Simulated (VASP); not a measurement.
# RbBr: relaxation of cell and atoms with PBE

Crystal: RbBr.

```
CELL_PARAMETERS angstrom
4.34758 0.00000 0.00000
0.00000 4.34758 0.00000
0.00000 0.00000 4.34758
ATOMIC_POSITIONS crystal
Rb 0.50000 0.50000 0.50000
Br 0.00000 0.00000 0.00000
```

| Quantity | Value |
| --- | --- |
| Program | VASP 6.6.1 |
| Task | relaxation of cell and atoms |
| Functional | PBE |
| Potentials or basis | VASP PAW PBE potentials, release 64 (Rb_sv, Br) |
| Cutoff | 500 eV |
| k mesh | 3 × 3 × 3 |
| Occupations | gaussian, width 0.15 eV |
| Spin | no spin polarisation |
| Dipole correction | no |
| Further INCAR settings | ALGO = Normal; EDIFF = 1e-07; IBRION = 2; EDIFFG = -0.08; NSW = 36; ISIF = 3 |

```yaml
Relaxed_volume: 37.58 Å³/atom
Relaxed_cell: a = 4.220 Å, b = 4.220 Å, c = 4.220 Å, α = 90.00°, β = 90.00°, γ = 90.00°
Space_group_after_relaxing_to_0.05_Å: Pm-3m (No. 221)
Energy_gained_by_relaxing: 13.6 meV/atom
Ionic_steps: 3
Pressure_after_relaxing: -0.1 GPa
Band_gap_on_the_k_mesh: 3.94 eV, indirect (least direct gap 4.00 eV)
```

The path:
```
step  energy change (eV)  largest force (eV/Å)  pressure (GPa)  volume (Å³)
   1              0.0000                0.0000           -1.05        82.18
   2             -0.0173                0.0000           -0.69        79.01
   3             -0.0271                0.0000           -0.10        75.16
```

Final structure:
```xyz
2
Lattice="4.2202 0.0000 0.0000 0.0000 4.2202 0.0000 0.0000 0.0000 4.2202" Properties=species:S:1:pos:R:3 pbc="T T T"
Rb    2.1101    2.1101    2.1101
Br    0.0000    0.0000    0.0000
```

Levels at points of the mesh, in eV from the valence-band top:
| k point | band 6 | band 7 | band 8 | band 9 | band 10 | band 11 |
| --- | --- | --- | --- | --- | --- | --- |
| (0.00, 0.00, 0.00) | -0.06 | -0.06 | -0.06 | 3.94 | 5.72 | 5.72 |

It took 13 s on 1 thread of Intel(R) Xeon(R) Platinum 8488C (Sapphire Rapids), with other jobs on the host, peak memory 0.17 GiB.

Caveat: the k points lie up to 0.50 Å⁻¹ apart in the final cell. A k mesh can miss the band edges.
